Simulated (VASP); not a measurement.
A run of VASP 6.6.1:

The input INCAR:

```
SYSTEM = YSe
PREC = Accurate
ENCUT = 520
EDIFF = 1E-7
ISMEAR = 0
SIGMA = 0.15
LREAL = .FALSE.
LASPH = .TRUE.
NELM = 80
ALGO = Normal
ISIF = 2
LWAVE = .FALSE.
LCHARG = .FALSE.
GGA = PS
NBANDS = 16
```

The input KPOINTS:

```
Automatic mesh
0
G
  16 16 16
  0 0 0
```

Contents of POSCAR:

```
YSe
1.0
    1.1241605041      3.5330758700      3.5330758700
    3.5330758700      1.1241605041      3.5330758700
    3.5330758700      3.5330758700      1.1241605041
Y Se
1 1
Direct
    0.0000000000      0.0000000000      0.0000000000
    0.5000000000      0.5000000000      0.5000000000
```

Potentials or basis: VASP PAW PBE potentials, release 64 (Y_sv, Se).

Run with:

```console
$ cat potpaw_PBE.64/Y_sv/POTCAR potpaw_PBE.64/Se/POTCAR > POTCAR
$ mpirun -np 1 vasp_std > vasp.out
```

Hardware: 1 thread of Intel(R) Xeon(R) Platinum 8259CL CPU @ 2.50GHz (Skylake/Cascade Lake), with other jobs on the host.

**Question.** How long does it take, and how much memory?

**Answer.** Wall time 9.1 min on 1 thread of Intel(R) Xeon(R) Platinum 8259CL CPU @ 2.50GHz (Skylake/Cascade Lake), on a shared host, peak memory 0.55 GiB. Counts: scf iterations 14, k points 417.
